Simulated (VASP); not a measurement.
Write the native input for VASP 6.6.1 that does the following.

```
Task                   : single point
Functional             : PBE
Potentials or basis    : VASP PAW PBE potentials, release 64 (Ni)
Cutoff                 : 520 eV
k mesh                 : 22 × 22 × 22
Occupations            : gaussian, width 0.05 eV
Spin                   : no spin polarisation
Dipole correction      : no
Further INCAR settings : ALGO = Fast; EDIFF = 1e-07; NBANDS = 11
```

The structure of Ni lies in POSCAR:

```
Ni
1.0
    0.0000000000      1.7619350000      1.7619350000
    1.7619350000      0.0000000000      1.7619350000
    1.7619350000      1.7619350000      0.0000000000
Ni
1
Direct
    0.0000000000      0.0000000000      0.0000000000
```

The input as run:

INCAR

```
SYSTEM = Ni
PREC = Accurate
ENCUT = 520
EDIFF = 1E-7
ISMEAR = 0
SIGMA = 0.05
LREAL = .False.
LASPH = .True.
NELM = 100
ALGO = Fast
ISIF = 2
LWAVE = .False.
LCHARG = .True.
GGA = PE
LELF = .True.
LVHAR = .True.
NBANDS = 11
```

KPOINTS

```
regular mesh
0
Gamma
  22 22 22
  0 0 0
```

Potentials or basis: VASP PAW PBE potentials, release 64 (Ni).

The run is started by

```sh
$ cat potpaw_PBE.64/Ni/POTCAR > POTCAR
$ mpirun -np 1 vasp_std > vasp.out
```

Results of the run:

```yaml
Pressure: -2.2 GPa
Band_gap_on_the_k_mesh: zero (bands 5 and 6 overlap by 0.96 eV)
```

Caveat: the run has no spin polarisation, though such a crystal can be magnetic.

Run time: 81 s on 1 thread of Intel Xeon 8259CL, with other jobs on the host, peak memory 0.16 GiB.
